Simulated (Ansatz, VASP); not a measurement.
La4ZnCu in VASP and in Ansatz

```xyz
6
Lattice="0.0000 4.2323 4.2323 4.2323 0.0000 4.2323 4.2323 4.2323 0.0000" Properties=species:S:1:pos:R:3 pbc="T T T"
La    3.1735    5.2911    5.2911
La    3.1735    3.1735    3.1735
La    5.2911    3.1735    5.2911
La    5.2911    5.2911    3.1735
Zn    6.3485    6.3485    6.3485
Cu    0.0000    0.0000    0.0000
```

Change from the starting cell: species swapped into the HfTiMo4 type (F-43m, No. 216).

Alike in both runs: task relaxation of cell and atoms; functional PBE; k mesh 4 × 4 × 4; occupations gaussian, width 0.1 eV; no spin polarisation.

|  | VASP | Ansatz |
| --- | --- | --- |
| version | VASP 6.6.1 | Ansatz 0.2.0 |
| potentials or method | VASP PAW PBE potentials, release 64 (La, Zn, Cu), cutoff 600 eV | scalar-relativistic, plane waves, PAW |
| valence electrons in the cell | 67 | 75 |

```csv
,VASP,Ansatz,Ansatz less VASP
"gap on the k mesh at the Fermi level, each at its own relaxed structure (eV)",none,none,-
relaxed volume (Å³/atom),31.08,30.93,-0.151
relaxed length of the cell vector where the two differ most in proportion (Å),6.413,6.402,-0.0104
```

A gap of «none» marks a metal or a gap that the smearing closes. VASP's potentials hold 67 valence electrons a cell and Ansatz's 75, so a difference there can come from the potentials and not from the codes.

Neither program's run includes spin-orbit coupling. Noted on VASP's run: the volume moved by over 15 % at a fixed basis, so the end points are rough.
